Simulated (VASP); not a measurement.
# Al (P6_3/mmc) in VASP: notebook

The runs below take Al through single point, with PBE.

Everything below comes from runs of VASP 6.6.1. Logs are shortened: lines on timing, memory, paths and dates and some standing lists are left out, and cuts for length are marked.

## Step 1: The cell of the first run

Symmetry: P6_3/mmc, No. 194, hexagonal system. The conventional cell has a = 2.268 Å, b = 2.268 Å, c = 3.682 Å, α = 90.00°, β = 90.00°, γ = 120.00°. Within 3.0 Å of Al (site symmetry -6m2) lie 12 Al at 2.26 to 2.27 Å.

## Step 2: Single point, PBE

The input, INCAR:

```
ALGO     = Normal         # electronic algorithm
EDIFF    = 1E-6           # SCF threshold, eV
ENCUT    = 520            # plane-wave cutoff, eV
GGA      = PE             # functional
ISIF     = 2              # what is computed and relaxed
ISMEAR   = -1             # smearing method
LASPH    = True           # aspherical terms in the spheres
LCHARG   = False          # write CHGCAR
LREAL    = False          # projectors in reciprocal space
LWAVE    = False          # write WAVECAR
NBANDS   = 10             # bands
NELM     = 100            # most SCF steps
PREC     = Accurate       # precision mode
SIGMA    = 0.08           # smearing width, eV
```

The input, KPOINTS:

```
k-points
0
Gamma
  19 19 11
```

The input, POSCAR:

```
Al
1.0
    2.2679449336      0.0000000000      0.0000000000
   -1.1339724668      1.9640979269      0.0000000000
    0.0000000000      0.0000000000      3.6823072538
Al
2
Direct
    0.3333333333      0.6666666667      0.2500000000
    0.6666666667      0.3333333333      0.7500000000
```

Potentials or basis: VASP PAW PBE potentials, release 64 (Al).

Run with:

```
> cat potpaw_PBE.64/Al/POTCAR > POTCAR
> mpirun -np 1 vasp_std > vasp.out
```

OUTCAR:

```text
EDIFF = 1E-6
   ENCUT = 520
   GGA = PE
   ISIF = 2
   ISMEAR = -1
   LASPH = True
   LREAL = False
   NELM = 100
   PREC = Accurate

 ion  position               nearest neighbor table
   1  0.333  0.667  0.250-   2 2.26   2 2.26   2 2.26   2 2.26   2 2.26   2 2.26   2 3.20   2 3.20
                             2 3.20   2 3.20   2 3.20   2 3.20
   2  0.667  0.333  0.750-   1 2.26   1 2.26   1 2.26   1 2.26   1 2.26   1 2.26   1 3.20   1 3.20
                             1 3.20   1 3.20   1 3.20   1 3.20

  LATTYP: Found a hexagonal cell.
 ALAT       =     2.2679449336
 C/A-ratio  =     1.6236316849

  Lattice vectors:

 A1 = (   2.2679449336,   0.0000000000,   0.0000000000)
 A2 = (  -1.1339724668,   1.9640979269,   0.0000000000)
 A3 = (   0.0000000000,   0.0000000000,   3.6823072538)

Analysis of symmetry for initial positions (statically):
=====================================================================
 Subroutine PRICEL returns:
 Original cell was already a primitive cell.

 Routine SETGRP: Setting up the symmetry group for a
 hexagonal supercell.

 Subroutine GETGRP returns: Found 24 space group operations
 (whereof 12 operations were pure point group operations)
 out of a pool of 24 trial point group operations.

The static configuration has the point symmetry D_3d.
 The point group associated with its full space group is D_6h.

Analysis of symmetry for dynamics (positions and initial velocities):
=====================================================================
 Subroutine PRICEL returns:
 Original cell was already a primitive cell.

 Routine SETGRP: Setting up the symmetry group for a
 hexagonal supercell.

 Subroutine GETGRP returns: Found 24 space group operations
 (whereof 12 operations were pure point group operations)
 out of a pool of 24 trial point group operations.

The dynamic configuration has the point symmetry D_3d.
 The point group associated with its full space group is D_6h.

 Subroutine INISYM returns: Found 24 space group operations
 (whereof 12 operations are pure point group operations),
 and found     1 'primitive' translations

----------------------------------------------------------------------------------------

                                     Primitive cell

  volume of cell :      16.4027

  direct lattice vectors                    reciprocal lattice vectors
     2.267944934  0.000000000  0.000000000     0.440927813  0.254569792  0.000000000
    -1.133972467  1.964097927  0.000000000     0.000000000  0.509139583  0.000000000
     0.000000000  0.000000000  3.682307254     0.000000000  0.000000000  0.271568865

  length of vectors
[... 86 lines left out ...]
   IBRION =     -1    ionic relax: 0-MD 1-quasi-New 2-CG
   NFREE  =      0    steps in history (QN), initial steepest desc. (CG)
   ISIF   =      2    stress and relaxation
   ISYM   =      2    0-nonsym 1-usesym 2-fastsym
   POTIM  = 0.5000    time-step for ionic-motion
   TEBEG  =    0.0;   TEEND  =   0.0 temperature during run
   PSTRESS=    0.0 pullay stress
   NELECT =       6.0000    total number of electrons
   NUPDOWN=      -1.0000    fix difference up-down
   EMIN   =  10.00;   EMAX   =-10.00  energy-range for DOS
   EFERMI =   0.00;   METHOD = LEGACY
   ISMEAR =    -1;   SIGMA  =   0.08  broadening in eV -4-tet -1-fermi 0-gaus
   EFERMI_NEDOS =   21; number of points for ismear=-14 and -15
   IALGO  =     38    algorithm
   IMIX   =      4    mixing-type and parameters
     AMIX     =   0.40;   BMIX     =  1.00
     AMIX_MAG =   1.60;   BMIX_MAG =  1.00
  volume/ion in A,a.u.               =       8.20        55.35
  Fermi-wavevector in a.u.,A,eV,Ry     =   1.170811  2.212511 18.650836  1.370798
  Thomas-Fermi vector in A             =   2.307264
   LORBIT       =      0    0 simple, 1 ext, 2 COOP (PROOUT), +10 PAW based schemes
   GGA     = PE    functional components
   LHFCALC =     F    Hartree Fock is set to
   AEXX    =    0.0000 exact exchange contribution
   IVDW    =     0    specifies the selected vdW correction
   LEPSILON=     F    determine dielectric tensor
   LRPA    =     F    only Hartree local field effects (RPA)
 non-spin polarized calculation
  energy-cutoff  :      520.00
  volume of cell :       16.40
 maximum number of plane-waves:       459
 NGX is ok and might be reduce to    18
   NGX =  9   NGY =  9   NGZ = 13

 number of electron       6.0000000 magnetization

 Free energy of the ion-electron system (eV)
  ---------------------------------------------------
  ext. energy  EPLUGINS =         0.00000000
  ---------------------------------------------------
  free energy    TOTEN  =        -0.76550435 eV

  energy without entropy =       -0.75753084  energy(sigma->0) =       -0.76151759

 E-fermi :  17.4189     XC(G=0): -13.0530

 val. band max:       17.4084951869   @ k =   0.3158   0.1579   0.0000
 cond. band min:      17.4242330992   @ k =   0.2632   0.2105   0.4545
 fundamental gap:      0.0157379123
 Fermi energy:        17.4189306632

 k-point     1 :       0.0000    0.0000    0.0000
  band No.  band energies     occupation
      1       0.8406      2.00000
      2      10.0951      2.00000
      3      12.1108      2.00000
      4      32.7557      0.00000
      5      32.7557      0.00000
      6      33.9981      0.00000
      7      34.6633      0.00000
      8      34.6633      0.00000
      9      40.0312      0.00000
     10      40.1982      0.00000
[... 287 lines left out ...]
 k-point    24 :       0.3158    0.1053    0.0000
  band No.  band energies     occupation
      1       6.1193      2.00000
      2      14.2707      2.00000
      3      14.6534      2.00000
      4      17.8289      0.01182
      5      22.4174      0.00000
      6      23.3328      0.00000
      7      28.6000      0.00000
      8      30.2377      0.00000
      9      35.4301      0.00000
     10      36.3515      0.00000

 [... further k-points ...]
[... 5 lines left out ...]
  --------------------------------------------------------------------------------------
  -------------------------------------------------------------------------------------
  Total       23.6764366     23.6764366     23.6733716      0.0000000      0.0000000      0.0000000
  in kB     2312.6571607   2312.6571608   2312.3577844      0.0000000      0.0000000      0.0000000
  external PRESSURE =    2312.5573686 kB  Pullay stress =       0.0000000 kB

 VOLUME and BASIS-vectors are now :
 -----------------------------------------------------------------------------
  energy-cutoff  :      520.00
  volume of cell :       16.40
      direct lattice vectors                 reciprocal lattice vectors
     2.267944934  0.000000000  0.000000000     0.440927813  0.254569792  0.000000000
    -1.133972467  1.964097927  0.000000000     0.000000000  0.509139583  0.000000000
     0.000000000  0.000000000  3.682307254     0.000000000  0.000000000  0.271568865

 POSITION                                       TOTAL-FORCE (eV/Angst)
 -----------------------------------------------------------------------------------
     -0.00000      1.30940      0.92058        -0.000000      0.000000      0.000000
      1.13397      0.65470      2.76173         0.000000     -0.000000      0.000000
 -----------------------------------------------------------------------------------
    total drift:                               -0.000000      0.000000     -0.000000

  FREE ENERGIE OF THE ION-ELECTRON SYSTEM (eV)
  ---------------------------------------------------
  free  energy   TOTEN  =        -0.7655043458 eV

  energy  without entropy=       -0.7575308442  energy(sigma->0) =       -0.76151759
```

OSZICAR:

```text
N       E                     dE             d eps       ncg     rms          rms(c)
DAV:   1     0.902602098758E+01    0.90260E+01   -0.27218E+03  4824   0.511E+02
DAV:   2    -0.881773540593E+00   -0.99078E+01   -0.95695E+01  6602   0.711E+01
DAV:   3    -0.104496988209E+01   -0.16320E+00   -0.16259E+00  5968   0.740E+00
DAV:   4    -0.104549179780E+01   -0.52192E-03   -0.52189E-03  5678   0.467E-01
DAV:   5    -0.104549491398E+01   -0.31162E-05   -0.31156E-05  5648   0.353E-02    0.553E+00
DAV:   6    -0.871242050095E+00    0.17425E+00   -0.44711E-03  5218   0.511E-01    0.311E+00
DAV:   7    -0.766151690218E+00    0.10509E+00   -0.14201E-02  5020   0.877E-01    0.646E-01
DAV:   8    -0.766301763790E+00   -0.15007E-03   -0.98836E-05  5902   0.746E-02    0.333E-01
DAV:   9    -0.765503377812E+00    0.79839E-03   -0.13291E-04  5000   0.672E-02    0.891E-03
DAV:  10    -0.765504345812E+00   -0.96800E-06   -0.91025E-07  6068   0.890E-03
   1 F= -.76550435E+00 E0= -.76151759E+00  d E =-.797350E-02
```

Wall time 39 s (1 thread of AMD EPYC 7R13, shared host); peak memory 0.11 GiB.

Results:

- Free energy: -0.7655 eV
- Pressure: 231.3 GPa
- Band gap on the k mesh: zero (band 3 reaches 22.29 eV, above the bottom of band 4 at 13.64 eV)

## Step 3: Single point, PBE

The input, INCAR:

```
SYSTEM = Al
PREC = Accurate
ENCUT = 520
EDIFF = 1E-6
ISMEAR = -1
SIGMA = 0.08
LREAL = .False.
LASPH = .True.
NELM = 100
ALGO = Normal
ISIF = 2
LWAVE = .False.
LCHARG = .False.
GGA = PE
NBANDS = 10
```

The input, KPOINTS:

```
Automatic mesh
0
Gamma
  19 19 11
  0 0 0
```

The input, POSCAR:

```
Al
1.0
    2.2667874396      0.0000000000      0.0000000000
   -1.1333937198      1.9630955077      0.0000000000
    0.0000000000      0.0000000000      3.6811654508
Al
2
Direct
    0.3333333333      0.6666666667      0.2500000000
    0.6666666667      0.3333333333      0.7500000000
```

Potentials or basis: VASP PAW PBE potentials, release 64 (Al).

Run with:

```
> cat potpaw_PBE.64/Al/POTCAR > POTCAR
> mpirun -np 1 vasp_std > vasp.out
```

OUTCAR:

```text
SYSTEM = Al
   PREC = Accurate
   ENCUT = 520
   EDIFF = 1E-6
   ISMEAR = -1
   LREAL = .False.
   LASPH = .True.
   NELM = 100
   ISIF = 2
   GGA = PE

 ion  position               nearest neighbor table
   1  0.333  0.667  0.250-   2 2.26   2 2.26   2 2.26   2 2.26   2 2.26   2 2.26   2 3.20   2 3.20
                             2 3.20   2 3.20   2 3.20   2 3.20
   2  0.667  0.333  0.750-   1 2.26   1 2.26   1 2.26   1 2.26   1 2.26   1 2.26   1 3.20   1 3.20
                             1 3.20   1 3.20   1 3.20   1 3.20

  LATTYP: Found a hexagonal cell.
 ALAT       =     2.2667874396
 C/A-ratio  =     1.6239570533

  Lattice vectors:

 A1 = (   2.2667874396,   0.0000000000,   0.0000000000)
 A2 = (  -1.1333937198,   1.9630955077,   0.0000000000)
 A3 = (   0.0000000000,   0.0000000000,   3.6811654508)

Analysis of symmetry for initial positions (statically):
=====================================================================
 Subroutine PRICEL returns:
 Original cell was already a primitive cell.

 Routine SETGRP: Setting up the symmetry group for a
 hexagonal supercell.

 Subroutine GETGRP returns: Found 24 space group operations
 (whereof 12 operations were pure point group operations)
 out of a pool of 24 trial point group operations.
[... 169 lines left out ...]
 fundamental gap:      0.0163758548
 Fermi energy:        17.4412070279

 k-point     1 :       0.0000    0.0000    0.0000
  band No.  band energies     occupation
      1       0.8523      2.00000
      2      10.1109      2.00000
      3      12.1290      2.00000
      4      32.7918      0.00000
      5      32.7918      0.00000
      6      34.0277      0.00000
      7      34.7046      0.00000
      8      34.7046      0.00000
      9      40.0765      0.00000
     10      40.2346      0.00000
[... 287 lines left out ...]
 k-point    24 :       0.3158    0.1053    0.0000
  band No.  band energies     occupation
      1       6.1360      2.00000
      2      14.2926      2.00000
      3      14.6721      2.00000
      4      17.8526      0.01161
      5      22.4458      0.00000
      6      23.3588      0.00000
      7      28.6387      0.00000
      8      30.2695      0.00000
      9      35.4723      0.00000
     10      36.3984      0.00000

 [... further k-points ...]
[... 5 lines left out ...]
  --------------------------------------------------------------------------------------
  -------------------------------------------------------------------------------------
  Total       23.7588396     23.7588396     23.7356279      0.0000000      0.0000000      0.0000000
  in kB     2323.7973066   2323.7973067   2321.5270194      0.0000000      0.0000000      0.0000000
  external PRESSURE =    2323.0405443 kB  Pullay stress =       0.0000000 kB

 VOLUME and BASIS-vectors are now :
 -----------------------------------------------------------------------------
  energy-cutoff  :      520.00
  volume of cell :       16.38
      direct lattice vectors                 reciprocal lattice vectors
     2.266787440  0.000000000  0.000000000     0.441152965  0.254699783  0.000000000
    -1.133393720  1.963095508  0.000000000     0.000000000  0.509399566  0.000000000
     0.000000000  0.000000000  3.681165451     0.000000000  0.000000000  0.271653098

 POSITION                                       TOTAL-FORCE (eV/Angst)
 -----------------------------------------------------------------------------------
     -0.00000      1.30873      0.92029         0.000000      0.000000      0.000000
      1.13339      0.65437      2.76087        -0.000000     -0.000000      0.000000
 -----------------------------------------------------------------------------------
    total drift:                                0.000000     -0.000000      0.000000

  FREE ENERGIE OF THE ION-ELECTRON SYSTEM (eV)
  ---------------------------------------------------
  free  energy   TOTEN  =        -0.7339355505 eV

  energy  without entropy=       -0.7259688796  energy(sigma->0) =       -0.72995222
```

OSZICAR:

```text
N       E                     dE             d eps       ncg     rms          rms(c)
DAV:   1     0.935278015212E+01    0.93528E+01   -0.27166E+03  4808   0.512E+02
DAV:   2    -0.855946326382E+00   -0.10209E+02   -0.99240E+01  6562   0.730E+01
DAV:   3    -0.101470049964E+01   -0.15875E+00   -0.15783E+00  5962   0.739E+00
DAV:   4    -0.101521134245E+01   -0.51084E-03   -0.51081E-03  5668   0.472E-01
DAV:   5    -0.101521431477E+01   -0.29723E-05   -0.29727E-05  5670   0.358E-02    0.554E+00
DAV:   6    -0.840135946763E+00    0.17508E+00   -0.45048E-03  5216   0.513E-01    0.312E+00
DAV:   7    -0.734587211643E+00    0.10555E+00   -0.14284E-02  5024   0.880E-01    0.648E-01
DAV:   8    -0.734742890375E+00   -0.15568E-03   -0.10016E-04  5906   0.751E-02    0.328E-01
DAV:   9    -0.733934614813E+00    0.80828E-03   -0.13363E-04  4982   0.676E-02    0.920E-03
DAV:  10    -0.733935550480E+00   -0.93567E-06   -0.90759E-07  6090   0.889E-03
   1 F= -.73393555E+00 E0= -.72995222E+00  d E =-.796667E-02
```

Wall time 35 s (1 thread of AMD EPYC 7R13, shared host); peak memory 0.12 GiB.

Results:

```
Free energy            : -0.7339 eV
Pressure               : 232.3 GPa
Band gap on the k mesh : zero (band 3 reaches 22.31 eV, above the bottom of band 4 at 13.66 eV)
```

Stress tensor (GPa, compression positive):
```
232.38   0.00   0.00
  0.00 232.38   0.00
  0.00   0.00 232.15
```
